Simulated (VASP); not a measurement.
A run of VASP 6.6.1 is set up as follows.

Contents of POSCAR:

```
BAs
1.0
    0.0000000000      2.3918676044      2.3918676044
    2.3918676044      0.0000000000      2.3918676044
    2.3918676044      2.3918676044      0.0000000000
B As
1 1
Direct
    0.0000000000      0.0000000000      0.0000000000
    0.2500000000      0.2500000000      0.2500000000
```

Contents of INCAR.step1:

```
SYSTEM = BAs
ALGO     = Normal         ! electronic algorithm
EDIFF    = 1E-8           ! SCF threshold, eV
ENCUT    = 500            ! plane-wave cutoff, eV
GGA      = CA             ! functional
ISMEAR   = 0              ! smearing method
LASPH    = .TRUE.         ! aspherical terms in the spheres
LCHARG   = .FALSE.        ! write CHGCAR
LREAL    = .FALSE.        ! projectors in reciprocal space
LWAVE    = .TRUE.         ! write WAVECAR
NELM     = 60             ! most SCF steps
PREC     = Accurate       ! precision mode
SIGMA    = 0.01           ! smearing width, eV
```

INCAR.step2

```
SYSTEM = BAs
ALGO     = Exact          ! electronic algorithm
EDIFF    = 1E-8           ! SCF threshold, eV
ENCUT    = 500            ! plane-wave cutoff, eV
GGA      = CA             ! functional
ISMEAR   = 0              ! smearing method
ISTART   = 1            
LASPH    = .TRUE.         ! aspherical terms in the spheres
LCHARG   = .FALSE.        ! write CHGCAR
LOPTICS  = .TRUE.         ! frequency-dependent dielectric function
LREAL    = .FALSE.        ! projectors in reciprocal space
LWAVE    = .TRUE.         ! write WAVECAR
NBANDS   = 106            ! bands
NELM     = 1              ! most SCF steps
PREC     = Accurate       ! precision mode
SIGMA    = 0.01           ! smearing width, eV
```

The input INCAR.step3:

```
SYSTEM = BAs
ALGO     = EVGW0          ! electronic algorithm
EDIFF    = 1E-8           ! SCF threshold, eV
ENCUT    = 500            ! plane-wave cutoff, eV
ENCUTGW  = 140.0          ! cutoff of the response function
GGA      = CA             ! functional
ISMEAR   = 0              ! smearing method
ISTART   = 1            
LASPH    = .TRUE.         ! aspherical terms in the spheres
LCHARG   = .FALSE.        ! write CHGCAR
LREAL    = .FALSE.        ! projectors in reciprocal space
LWAVE    = .FALSE.        ! write WAVECAR
NBANDS   = 106            ! bands
NBANDSGW = 12           
NELMGW   = 1            
NOMEGA   = 96             ! frequency points
OMEGAMAX = 30           
PREC     = Accurate       ! precision mode
PRECFOCK = Fast         
SIGMA    = 0.01           ! smearing width, eV
```

Contents of KPOINTS:

```
k-points
0
G
  4 4 4
  0 0 0
```

Potentials or basis: VASP PAW LDA potentials, release 64 (B_GW, As_GW).

Launch:

```console
$ cat potpaw_LDA.64/B_GW/POTCAR potpaw_LDA.64/As_GW/POTCAR > POTCAR
$ cp INCAR.step1 INCAR
$ mpirun -np 1 vasp_std > vasp.out
$ cp INCAR.step2 INCAR
$ mpirun -np 1 vasp_std > vasp.out
$ cp INCAR.step3 INCAR
$ mpirun -np 1 vasp_std > vasp.out
```

Question: Predict the quasiparticle gap.

Answer: 1.99 eV.

Question: What does it give for the least direct quasiparticle gap?

Answer: 4.04 eV.

Question: Estimate the least direct gap of the starting levels on the mesh.

Answer: 3.23 eV.

Question: Predict the band gap of the starting levels on the mesh.

Answer: 1.32 eV.

Caveat: the k points lie up to 0.57 Å⁻¹ apart; bands, screening cutoff and mesh are small and nothing is extrapolated, so the quasiparticle values aren't converged.
